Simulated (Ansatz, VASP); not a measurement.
Two plane-wave programs on SiC

```
Si C
1.0
     0.00000    2.17900    2.17900
     2.17900    0.00000    2.17900
     2.17900    2.17900    0.00000
Si C
1 1
Direct
  0.00000 0.00000 0.00000
  0.75000 0.75000 0.75000
```

Alike in both runs: task single point; functional LDA; k mesh 10 × 10 × 10; non-collinear spin.

|  | VASP | Ansatz |
| --- | --- | --- |
| version | VASP 6.6.1 | Ansatz 0.2.0 |
| potentials or method | VASP PAW LDA potentials, release 64 (Si, C) | Ansatz PAW |
| plane-wave cutoff (eV) | 520 | 420 |
| occupations | gaussian, width 0.01 eV | fixed |
| valence electrons in the cell | 8 | 8 |

Ansatz gave:

- gap on the k mesh at the Fermi level (eV): 1.32
- least direct gap on the mesh (eV): 4.51
- pressure (GPa): -4.4
- net moment per atom (μB): 0.00

Task: Estimate VASP's values.

Result: gap on the k mesh at the Fermi level (eV): 1.30; least direct gap on the mesh (eV): 4.50; pressure (GPa): -4.0; net moment per atom (μB): 0.00.

LDA's correlation is that of Perdew and Zunger in VASP and of Perdew and Wang (1992) in Ansatz.
